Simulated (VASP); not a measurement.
The system is Sc.

```
CELL_PARAMETERS angstrom
3.06795 0.00000 0.00000
0.00000 3.06795 0.00000
0.00000 0.00000 3.06795
ATOMIC_POSITIONS crystal
Sc 0.00000 0.00000 0.00000
```

```yaml
Program: VASP 6.6.1
Task: relaxation of cell and atoms
Functional: PBE
Potentials_or_basis: VASP PAW PBE potentials, release 64 (Sc_sv)
Cutoff: 600 eV
k_mesh: 12 × 12 × 12
Occupations: fermi-dirac, width 0.05 eV
Spin: no spin polarisation
```

At the start: pressure -2.9 GPa; volume 28.88 Å³/atom.

Question: How do energy, volume and symmetry change on relaxing?

Answer: Over 4 steps the energy falls by 25.7 meV/atom and the volume is 26.21 Å³/atom (-9.2 %); space group Pm-3m (No. 221, to 0.05 Å).

The path:
```csv
step,energy change (eV),largest force (eV/Å),pressure (GPa),volume (Å³)
1,0.0000,0.0000,-2.93,28.88
2,-0.0247,0.0000,-0.62,26.73
3,-0.0257,0.0000,-0.07,26.27
4,-0.0257,0.0000,0.00,26.21
```

Final structure:
```
CELL_PARAMETERS angstrom
2.97053 0.00000 0.00000
0.00000 2.97053 0.00000
0.00000 0.00000 2.97053
ATOMIC_POSITIONS crystal
Sc 0.00000 0.00000 0.00000
```
